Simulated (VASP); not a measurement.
# TaN in VASP: notebook, part 2 of 3

VASP 6.6.1.

### Step 3. Electric field gradients, PBEsol (equal xx and yy strain of -1 %)

File INCAR:

```
ALGO     = Normal         # electronic algorithm
EDIFF    = 1E-8           # SCF threshold, eV
ENCUT    = 520            # plane-wave cutoff, eV
GGA      = PS             # functional
ISIF     = 2              # what is computed and relaxed
ISMEAR   = -1             # smearing method
LASPH    = True           # aspherical terms in the spheres
LCHARG   = False          # write CHGCAR
LEFG     = True         
LREAL    = False          # projectors in reciprocal space
LWAVE    = False          # write WAVECAR
NBANDS   = 15             # bands
NELM     = 100            # most SCF steps
PREC     = Accurate       # precision mode
SIGMA    = 0.02           # smearing width, eV
```

File KPOINTS:

```
k-points
0
Gamma
  12 12 10
```

File POSCAR:

```
TaN
1.0
    2.9086188698      0.0000000000      0.0000000000
   -1.4543094349      2.5189378312      0.0000000000
    0.0000000000      0.0000000000      2.8830000000
Ta N
1 1
Direct
    0.3333333333      0.6666666667      0.5000000000
    0.0000000000      0.0000000000      0.0000000000
```

Potentials or basis: VASP PAW PBE potentials, release 64 (Ta_pv, N).

Started as:

```
cat potpaw_PBE.64/Ta_pv/POTCAR potpaw_PBE.64/N/POTCAR > POTCAR
mpirun -np 1 vasp_std > vasp.out
```

OUTCAR:

```text
EDIFF = 1E-8
   ENCUT = 520
   GGA = PS
   ISIF = 2
   ISMEAR = -1
   LASPH = True
   LREAL = False
   NELM = 100
   PREC = Accurate

 ion  position               nearest neighbor table
   1  0.333  0.667  0.500-   2 2.21   2 2.21   2 2.21   2 2.21   2 2.21   2 2.21
   2  0.000  0.000  0.000-   1 2.21   1 2.21   1 2.21   1 2.21   1 2.21   1 2.21

  LATTYP: Found a hexagonal cell.
 ALAT       =     2.9086188698
 C/A-ratio  =     0.9911920843

  Lattice vectors:

 A1 = (   2.9086188698,   0.0000000000,   0.0000000000)
 A2 = (  -1.4543094349,   2.5189378312,   0.0000000000)
 A3 = (   0.0000000000,   0.0000000000,   2.8830000000)

Analysis of symmetry for initial positions (statically):
=====================================================================
 Subroutine PRICEL returns:
 Original cell was already a primitive cell.

 Routine SETGRP: Setting up the symmetry group for a
 hexagonal supercell.

 Subroutine GETGRP returns: Found 12 space group operations
 (whereof 12 operations were pure point group operations)
 out of a pool of 24 trial point group operations.

The static configuration has the point symmetry D_3h.

Analysis of symmetry for dynamics (positions and initial velocities):
=====================================================================
 Subroutine PRICEL returns:
 Original cell was already a primitive cell.

 Routine SETGRP: Setting up the symmetry group for a
 hexagonal supercell.

 Subroutine GETGRP returns: Found 12 space group operations
 (whereof 12 operations were pure point group operations)
 out of a pool of 24 trial point group operations.

The dynamic configuration has the point symmetry D_3h.

 Subroutine INISYM returns: Found 12 space group operations
 (whereof 12 operations are pure point group operations),
 and found     1 'primitive' translations

----------------------------------------------------------------------------------------

                                     Primitive cell

  volume of cell :      21.1227

  direct lattice vectors                    reciprocal lattice vectors
     2.908618870  0.000000000  0.000000000     0.343805787  0.198496364  0.000000000
    -1.454309435  2.518937831  0.000000000     0.000000000  0.396992727  0.000000000
     0.000000000  0.000000000  2.883000000     0.000000000  0.000000000  0.346860909

  length of vectors
     2.908618870  2.908618870  2.883000000     0.396992727  0.396992727  0.346860909

  position of ions in fractional coordinates (direct lattice)
     0.333333333  0.666666667  0.500000000
     0.000000000  0.000000000  0.000000000

  ion indices of the primitive-cell ions
   primitive index   ion index
                 1           1
                 2           2

----------------------------------------------------------------------------------------

 KPOINTS: k-points

Automatic generation of k-mesh.
 Grid dimensions read from file:
 generate k-points for:   12   12   10
[... 76 lines left out ...]
   NUPDOWN=      -1.0000    fix difference up-down
   EMIN   =  10.00;   EMAX   =-10.00  energy-range for DOS
   EFERMI =   0.00;   METHOD = LEGACY
   ISMEAR =    -1;   SIGMA  =   0.02  broadening in eV -4-tet -1-fermi 0-gaus
   EFERMI_NEDOS =   21; number of points for ismear=-14 and -15
   IALGO  =     38    algorithm
   IMIX   =      4    mixing-type and parameters
     AMIX     =   0.40;   BMIX     =  1.00
     AMIX_MAG =   1.60;   BMIX_MAG =  1.00
  volume/ion in A,a.u.               =      10.56        71.27
  Fermi-wavevector in a.u.,A,eV,Ry     =   1.492331  2.820097 30.300883  2.227052
  Thomas-Fermi vector in A             =   2.604873
   LORBIT       =      0    0 simple, 1 ext, 2 COOP (PROOUT), +10 PAW based schemes
   GGA     = PS    functional components
   LHFCALC =     F    Hartree Fock is set to
   AEXX    =    0.0000 exact exchange contribution
   IVDW    =     0    specifies the selected vdW correction
   LEPSILON=     F    determine dielectric tensor
   LRPA    =     F    only Hartree local field effects (RPA)
 non-spin polarized calculation
  energy-cutoff  :      520.00
  volume of cell :       21.12
 maximum number of plane-waves:       593
 NGX is ok and might be reduce to    24
   NGX = 11   NGY = 11   NGZ = 11

 number of electron      15.9999999 magnetization

 Free energy of the ion-electron system (eV)
  ---------------------------------------------------
  ext. energy  EPLUGINS =         0.00000000
  ---------------------------------------------------
  free energy    TOTEN  =       -23.80187812 eV

  energy without entropy =      -23.80178382  energy(sigma->0) =      -23.80183097

 E-fermi :   8.3986     XC(G=0): -13.6170

 val. band max:        8.2785975193   @ k =   0.0000   0.0000   0.4000
 cond. band min:       8.4348436222   @ k =   0.0833   0.0000   0.5000
 fundamental gap:      0.1562461029
 Fermi energy:         8.3986132443

 k-point     1 :       0.0000    0.0000    0.0000
  band No.  band energies     occupation
      1     -26.4484      2.00000
      2     -26.1305      2.00000
      3     -26.1305      2.00000
      4      -9.5776      2.00000
      5       3.7306      2.00000
      6       3.7306      2.00000
      7       3.9529      2.00000
      8       5.3072      2.00000
      9      10.7539      0.00000
     10      11.9353      0.00000
     11      11.9353      0.00000
     12      12.3770      0.00000
     13      12.3770      0.00000
     14      21.4272      0.00000
[... 401 lines left out ...]
      2     -26.4129      2.00000
      3     -26.3161      2.00000
      4      -7.7414      2.00000
      5       0.6359      2.00000
      6       3.1291      2.00000
      7       4.6599      2.00000
      8       5.5210      2.00000
      9      11.0191      0.00000
     10      11.3414      0.00000
     11      12.9501      0.00000
     12      13.4451      0.00000
     13      15.6009      0.00000
     14      21.5571      0.00000
     15      21.8272      0.00000

 [... further k-points ...]
[... 5 lines left out ...]
  --------------------------------------------------------------------------------------
  -------------------------------------------------------------------------------------
  Total        0.6471853      0.6471853     -0.1326352      0.0000000      0.0000000      0.0000000
  in kB       49.0896959     49.0896959    -10.0605241      0.0000000      0.0000000      0.0000000
  external PRESSURE =      29.3729559 kB  Pullay stress =       0.0000000 kB

 VOLUME and BASIS-vectors are now :
 -----------------------------------------------------------------------------
  energy-cutoff  :      520.00
  volume of cell :       21.12
      direct lattice vectors                 reciprocal lattice vectors
     2.908618870  0.000000000  0.000000000     0.343805787  0.198496364  0.000000000
    -1.454309435  2.518937831  0.000000000     0.000000000  0.396992727  0.000000000
     0.000000000  0.000000000  2.883000000     0.000000000  0.000000000  0.346860909

 POSITION                                       TOTAL-FORCE (eV/Angst)
 -----------------------------------------------------------------------------------
     -0.00000      1.67929      1.44150        -0.000000      0.000000      0.000000
      0.00000      0.00000      0.00000         0.000000     -0.000000      0.000000
 -----------------------------------------------------------------------------------
    total drift:                                0.000000     -0.000000     -0.000000

  FREE ENERGIE OF THE ION-ELECTRON SYSTEM (eV)
  ---------------------------------------------------
  free  energy   TOTEN  =       -23.8018781218 eV

  energy  without entropy=      -23.8017838241  energy(sigma->0) =      -23.80183097

 Electric field gradients (V/A^2)
---------------------------------------------------------------------
 ion       V_xx      V_yy      V_zz      V_xy      V_xz      V_yz
---------------------------------------------------------------------
   1     -11.574   -11.573    23.147     0.000     0.000    -0.000
   2      -0.898    -0.897     1.795     0.001    -0.000     0.000
---------------------------------------------------------------------

 Electric field gradients after diagonalization (V/A^2)
 (convention: |V_zz| > |V_xx| > |V_yy|)
----------------------------------------------------------------------
 ion       V_xx      V_yy      V_zz     asymmetry (V_yy - V_xx)/ V_zz
----------------------------------------------------------------------
   1     -11.574   -11.573    23.147       0.000
   2      -0.898    -0.897     1.795       0.001
----------------------------------------------------------------------

           NMR quadrupolar parameters

 Cq : quadrupolar parameter    Cq=e*Q*V_zz/h
 eta: asymmetry parameters     (V_yy - V_xx)/ V_zz
 Q  : nuclear electric quadrupole moment in mb (millibarn)
----------------------------------------------------------------------
 ion       Cq(MHz)       eta       Q (mb)
----------------------------------------------------------------------
   1       0.056       0.000       1.000
   2       0.004       0.001       1.000
----------------------------------------------------------------------
```

Run time: 28 s. Hardware: 1 thread of Intel Xeon Platinum 8259CL at 2.50GHz (Skylake/Cascade Lake), shared host; peak memory 0.16 GiB.

Results:

```
Free energy            : -23.8019 eV
Pressure               : 2.9 GPa
Band gap on the k mesh : zero (band 8 reaches 8.68 eV, above the bottom of band 9 at 8.18 eV)
```

Electric field gradients, principal values (V/Å²):
```csv
atom,least,middle,greatest (by size)
1 Ta,-11.573,-11.574,23.147
2 N,-0.897,-0.898,1.795
```

Caveat: the cell differs from its parent crystal (equal xx and yy strain of -1 %); without QUAD_EFG the Cq values of the log hold for a quadrupole moment of 1 mb, not for the nuclei; the PAW data sets were made with another functional, which shifts forces and pressure a little; spin-orbit coupling is left out, which moves the levels of the heavy elements.

### Step 4. Electric field gradients, PBEsol (equal xy, yz and zx shear strains of +3 %)

File INCAR:

```
SYSTEM = TaN
ALGO = Normal ; EDIFF = 1E-8
ENCUT = 520 ; GGA = PS
ISIF = 2 ; ISMEAR = -1
LASPH = .TRUE. ; LCHARG = .FALSE.
LEFG = .TRUE. ; LREAL = .FALSE.
LWAVE = .FALSE. ; NBANDS = 15
NELM = 100 ; PREC = Accurate
SIGMA = 0.02
```

File KPOINTS:

```
k-points
0
G
  12 12 10
  0 0 0
```

File POSCAR:

```
TaN
1.0
    2.9379988584      0.0440699829      0.0440699829
   -1.4308337045      2.5223466563      0.0161307333
    0.0432450000      0.0432450000      2.8830000000
Ta N
1 1
Direct
    0.3333333333      0.6666666667      0.5000000000
    0.0000000000      0.0000000000      0.0000000000
```

Potentials or basis: VASP PAW PBE potentials, release 64 (Ta_pv, N).

Started as:

```
cat potpaw_PBE.64/Ta_pv/POTCAR potpaw_PBE.64/N/POTCAR > POTCAR
mpirun -np 1 vasp_std > vasp.out
```

OUTCAR:

```text
SYSTEM = TaN
   EDIFF = 1E-8
   ENCUT = 520
   GGA = PS
   ISIF = 2
   ISMEAR = -1
   LASPH = .TRUE.
   LREAL = .FALSE.
   NELM = 100
   PREC = Accurate

 ion  position               nearest neighbor table
   1  0.333  0.667  0.500-   2 2.19   2 2.20   2 2.20   2 2.22   2 2.26   2 2.29
   2  0.000  0.000  0.000-   1 2.19   1 2.20   1 2.20   1 2.22   1 2.26   1 2.29

  LATTYP: Found a triclinic cell.
 ALAT       =     5.0899081385
 B/A-ratio  =     0.5697473580
 C/A-ratio  =     0.5665423665
 COS(alpha) =     0.0112057054
 COS(beta)  =     0.0302114049
 COS(gamma) =     0.8622746762

  Lattice vectors:

 A1 = (   0.0763314494,   5.0887632955,   0.0763314495)
 A2 = (  -1.4308337045,   2.5223466563,   0.0161307333)
 A3 = (   0.0432450000,   0.0432450000,   2.8830000000)

Analysis of symmetry for initial positions (statically):
=====================================================================
[... 625 lines left out ...]
  energy-cutoff  :      520.00
  volume of cell :       21.54
      direct lattice vectors                 reciprocal lattice vectors
     2.937998858  0.044069983  0.044069983     0.337613301  0.191566266 -0.007937694
    -1.430833704  2.522346656  0.016130733    -0.005810795  0.393197124 -0.005810795
     0.043245000  0.043245000  2.883000000    -0.005128297 -0.005128297  0.347014758

 POSITION                                       TOTAL-FORCE (eV/Angst)
 -----------------------------------------------------------------------------------
      0.04707      1.71788      1.46694         0.007577     -0.004373     -0.045229
      0.00000      0.00000      0.00000        -0.007577      0.004373      0.045229
 -----------------------------------------------------------------------------------
    total drift:                               -0.000015      0.000010     -0.000093

  FREE ENERGIE OF THE ION-ELECTRON SYSTEM (eV)
  ---------------------------------------------------
  free  energy   TOTEN  =       -23.7622635741 eV

  energy  without entropy=      -23.7621952445  energy(sigma->0) =      -23.76222941

 Electric field gradients (V/A^2)
---------------------------------------------------------------------
 ion       V_xx      V_yy      V_zz      V_xy      V_xz      V_yz
---------------------------------------------------------------------
   1      -9.484    -8.710    18.195    36.427    66.656    66.837
   2      -0.193    -0.297     0.490     2.705     3.644     3.642
---------------------------------------------------------------------

 Electric field gradients after diagonalization (V/A^2)
 (convention: |V_zz| > |V_xx| > |V_yy|)
----------------------------------------------------------------------
 ion       V_xx      V_yy      V_zz     asymmetry (V_yy - V_xx)/ V_zz
----------------------------------------------------------------------
   1     -71.743   -45.524   117.267       0.224
   2      -3.772    -2.949     6.721       0.122
----------------------------------------------------------------------

           NMR quadrupolar parameters

 Cq : quadrupolar parameter    Cq=e*Q*V_zz/h
 eta: asymmetry parameters     (V_yy - V_xx)/ V_zz
 Q  : nuclear electric quadrupole moment in mb (millibarn)
----------------------------------------------------------------------
 ion       Cq(MHz)       eta       Q (mb)
----------------------------------------------------------------------
   1       0.284       0.224       1.000
   2       0.016       0.122       1.000
----------------------------------------------------------------------
```

Wall time 1.8 min (1 thread of Intel Xeon Platinum 8375C at 2.90GHz (Ice Lake), shared host); peak memory 0.34 GiB.

Results:

```
Free energy            : -23.7623 eV
Pressure               : -3.1 GPa
Largest force          : 0.046 eV/Å
Band gap on the k mesh : zero (band 8 reaches 8.26 eV, above the bottom of band 9 at 8.03 eV)
```

Forces on the atoms (eV/Å):
```
Ta   0.008 -0.004 -0.045
N   -0.008  0.004  0.045
```

Stress tensor (GPa, compression positive):
```
-3.36 -6.51 -6.99
-6.51 -2.84 -6.97
-6.99 -6.97 -3.18
```

Electric field gradients, principal values (V/Å²):
| atom | least | middle | greatest (by size) |
| --- | --- | --- | --- |
| 1 Ta | -45.524 | -71.743 | 117.267 |
| 2 N | -2.949 | -3.772 | 6.721 |

Caveat: the cell differs from its parent crystal (equal xy, yz and zx shear strains of +3 %); without QUAD_EFG the Cq values of the log hold for a quadrupole moment of 1 mb, not for the nuclei; the PAW data sets were made with another functional, which shifts forces and pressure a little; spin-orbit coupling is left out, which moves the levels of the heavy elements.

[end of part 2 of 3]
